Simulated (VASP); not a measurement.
Runs of VASP 6.6.1 on Ge. The structure is that of space group R-3m (No. 166), or close to it. The cells are those of the table. 

```tsv
cell	gap on the mesh (eV)	pressure (GPa)	largest force (eV/Å)
a = 4.281 Å, angles 52.2°, 2 atoms	none	4.2	0.96
a = 3.591 Å, angles 82.7°, 2 atoms	none	(a)	24.80
a = 3.813 Å, angles 67.3°, 2 atoms	none	4.3	2.76
a = 5.039 Å, angles 38.9°, 2 atoms	none	17.9	3.10
```

Alike in all rows: task single point; level PBEsol; potentials or basis VASP PAW PBE potentials, release 64 (Ge_d); no spin polarisation; k mesh 16 × 16 × 16; cutoff (eV) 520; smearing gaussian 0.15 eV.

Question: Estimate the missing entries.

Answer: (a) 47.3.

Caveats: the cell stands under pressure; the PAW data sets were made with another functional, which shifts forces and pressure a little; semilocal functionals underestimate gaps, so a narrow gap can read as zero (at least some runs).

A k mesh can miss the band edges, and the runs leave out spin-orbit coupling on Ge.

A gap of «none» marks levels without a gap at the run's occupations.
